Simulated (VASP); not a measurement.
A run of VASP 6.6.1:

INCAR

```
PREC = Accurate ; ENCUT = 520
EDIFF = 1E-6 ; ISMEAR = 0
SIGMA = 0.1 ; LREAL = Auto
LASPH = T ; NELM = 60
ALGO = Normal ; ISIF = 2
LWAVE = F ; LCHARG = F
GGA = PS ; NBANDS = 80
```

KPOINTS

```
Automatic mesh
0
Gamma
  10 10 4
```

POSCAR

```
Ti3O5
1.0
    4.8760000000     -1.9010000000      0.0000000000
    4.8760000000      1.9010000000      0.0000000000
   -0.3163452429      0.0000000000      9.4366990885
Ti O
6 10
Direct
    0.0595605017      0.0595605017      0.3626780260
    0.9404394983      0.9404394983      0.6373219740
    0.7842515404      0.7842515404      0.2590145358
    0.2157484596      0.2157484596      0.7409854642
    0.1309883038      0.1309883038      0.0440999560
    0.8690116962      0.8690116962      0.9559000440
    0.9604386522      0.9604386522      0.1515763970
    0.0395613478      0.0395613478      0.8484236030
    0.8755828861      0.8755828861      0.4390811581
    0.1244171139      0.1244171139      0.5609188419
    0.2440439998      0.2440439998      0.2414665385
    0.7559560002      0.7559560002      0.7585334615
    0.5944653128      0.5944653128      0.3403380727
    0.4055346872      0.4055346872      0.6596619273
    0.6755105969      0.6755105969      0.0552043022
    0.3244894031      0.3244894031      0.9447956978
```

Potentials or basis: VASP PAW PBE potentials, release 64 (Ti_sv, O).

Command:

```sh
$ cat potpaw_PBE.64/Ti_sv/POTCAR potpaw_PBE.64/O/POTCAR > POTCAR
$ mpirun -np 1 vasp_std > vasp.out
```

Hardware: 1 thread of Intel(R) Xeon(R) 6975P-C (Granite Rapids), with other jobs on the host.

Question: How long does it take, and how much memory?

Answer: It took 48 min on 1 thread of Intel(R) Xeon(R) 6975P-C (Granite Rapids), with other jobs on the host, peak memory 0.99 GiB. Counts: scf iterations 19, k points 117.
